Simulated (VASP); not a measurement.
Here is a VASP 6.6.1 calculation.

INCAR

```
SYSTEM = Ga8N7
PREC = Accurate ; ENCUT = 520
EDIFF = 1E-6 ; ISMEAR = 0
SIGMA = 0.01 ; LREAL = Auto
LASPH = .TRUE. ; NELM = 100
ALGO = Normal ; ISIF = 2
LWAVE = .FALSE. ; LCHARG = .TRUE.
GGA = PE ; LELF = .TRUE.
LVHAR = .TRUE. ; NELECT = 138.0
NBANDS = 82
```

KPOINTS

```
Automatic mesh
0
G
  3 3 3
  0 0 0
```

POSCAR

```
Ga8N7
1.0
    0.0000000000      0.0000000000      5.2431684095
    3.2183708159      5.5743817708      0.0000000000
   -6.4367416318      0.0000000000      0.0000000000
Ga N
8 7
Direct
    0.4873469018      0.1666666667      0.3333333333
    0.4989068920      0.1634597271      0.8317298635
    0.4989068920      0.6682701365      0.3365402729
    0.4989068920      0.6682701365      0.8317298635
    1.0009025170      0.3352391505      0.6704783010
    1.0009025170      0.3352391505      0.1647608495
    1.0021522439      0.8333333333      0.6666666667
    1.0009025170      0.8295216990      0.1647608495
    0.8754106186      0.1656684148      0.8328342074
    0.8754106186      0.6671657926      0.3343315852
    0.8754106186      0.6671657926      0.8328342074
    0.3776276640      0.3330791371      0.6661582743
    0.3776276640      0.3330791371      0.1669208629
    0.3760926424      0.8333333333      0.6666666667
    0.3776276640      0.8338417257      0.1669208629
```

Potentials or basis: VASP PAW PBE potentials, release 64 (Ga_d, N).

Command:

```sh
$ cat potpaw_PBE.64/Ga_d/POTCAR potpaw_PBE.64/N/POTCAR > POTCAR
$ mpirun -np 1 vasp_std > vasp.out
```

Problem. Estimate the largest force.

Solution. 0.014 eV/Å.

Forces in eV/Å, atoms in the order of the input:
```
Ga   0.000  0.000  0.007
Ga   0.000 -0.003 -0.003
Ga  -0.003  0.002 -0.003
Ga   0.003  0.002 -0.003
Ga   0.002 -0.001 -0.003
Ga  -0.002 -0.001 -0.003
Ga   0.000  0.000  0.002
Ga   0.000  0.002 -0.003
N    0.000 -0.013 -0.005
N   -0.011  0.006 -0.005
N    0.011  0.006 -0.005
N    0.002 -0.001  0.007
N   -0.002 -0.001  0.007
N    0.000  0.000  0.004
N    0.000  0.002  0.007
```

Caveat: the cell carries a net charge on a neutralising background, which shifts energy and pressure; the cell differs from its parent crystal (atoms taken out, then relaxed in part).
